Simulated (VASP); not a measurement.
A run of VASP 6.6.1:

The input INCAR:

```
PREC = Accurate
ENCUT = 520
EDIFF = 1E-6
ISMEAR = -1
SIGMA = 0.05
LREAL = Auto
LASPH = T
NELM = 200
ALGO = Normal
ISIF = 2
LWAVE = F
LCHARG = T
ISPIN = 2
MAGMOM = 0 0 0 0 0 0 0 0 0.286 0 0 0 0 0 0 0 0.286 0.286 0 0 0 0 0 0 0.286 0 0 0 0.286 0 0 0 0.286 0 0.286 0 0 0 0 0
LORBIT = 11
LMAXMIX = 4
GGA = PS
LELF = T
LVHAR = T
NBANDS = 189
ISYM = -1
GGA_COMPAT = F
```

Contents of KPOINTS:

```
explicit points
1
Reciprocal
  0.25000000   0.25000000   0.25000000 1
```

POSCAR

```
Sr9Ti7O24
1.0
    7.7828210000      0.0000000000      0.0000000000
    0.0000000000      7.7828210000      0.0000000000
    0.0000000000      0.0000000000      7.7828210000
Sr Ti O
9 7 24
Direct
    0.9890240000      0.9883910000      0.9915480000
    0.9851800000      0.9806060000      0.5116930000
    0.9877380000      0.5040720000      0.0030490000
    0.9854260000      0.5126890000      0.5091090000
    0.4942720000      0.9870600000      0.9955780000
    0.5136820000      0.9823220000      0.5120710000
    0.4909130000      0.4935580000      0.0092980000
    0.5089400000      0.5041410000      0.5148260000
    0.2436960000      0.2440710000      0.2715170000
    0.2375150000      0.2439410000      0.7583070000
    0.2427260000      0.7497840000      0.2593360000
    0.2455680000      0.7428910000      0.7551080000
    0.7450080000      0.2382980000      0.2559600000
    0.7523450000      0.2453790000      0.7496580000
    0.7454870000      0.7448330000      0.2509350000
    0.7458920000      0.7444370000      0.7558290000
    0.2213060000      0.2999330000      0.9804320000
    0.3477790000      0.2359110000      0.5404970000
    0.2516890000      0.7132670000      0.9929260000
    0.2421970000      0.7924840000      0.4989860000
    0.7843230000      0.2429440000      0.9875840000
    0.7191590000      0.2490050000      0.5006070000
    0.7467000000      0.7564320000      0.0006730000
    0.7542520000      0.7469900000      0.5027570000
    0.9682680000      0.3217720000      0.2653960000
    0.0033120000      0.2419050000      0.6984750000
    0.9987340000      0.7194990000      0.2508220000
    0.9963340000      0.7555200000      0.7532660000
    0.5236720000      0.2262850000      0.1900680000
    0.5057500000      0.2519540000      0.7832450000
    0.5059350000      0.7864560000      0.2548710000
    0.4997270000      0.7467440000      0.7453590000
    0.2265600000      0.9742150000      0.1831910000
    0.2467160000      0.9998970000      0.7808250000
    0.3092040000      0.5262420000      0.2796770000
    0.2397320000      0.5070440000      0.7113230000
    0.7893870000      0.0000240000      0.2591370000
    0.7488670000      0.9974140000      0.7435680000
    0.7135450000      0.5089990000      0.2475460000
    0.7577400000      0.4993310000      0.7531940000
```

Potentials or basis: VASP PAW PBE potentials, release 64 (Sr_sv, Ti_sv, O).

Run with:

```sh
$ cat potpaw_PBE.64/Sr_sv/POTCAR potpaw_PBE.64/Ti_sv/POTCAR potpaw_PBE.64/O/POTCAR > POTCAR
$ mpirun -np 1 vasp_std > vasp.out
```

Hardware: 1 thread of Intel(R) Xeon(R) 6975P-C (Granite Rapids), with other jobs on the host.

Question: Estimate the wall time of this run.

Answer: It took 8.3 min on 1 thread of Intel(R) Xeon(R) 6975P-C (Granite Rapids), with other jobs on the host, peak memory 0.72 GiB. Counts: scf iterations 27, k points 1.
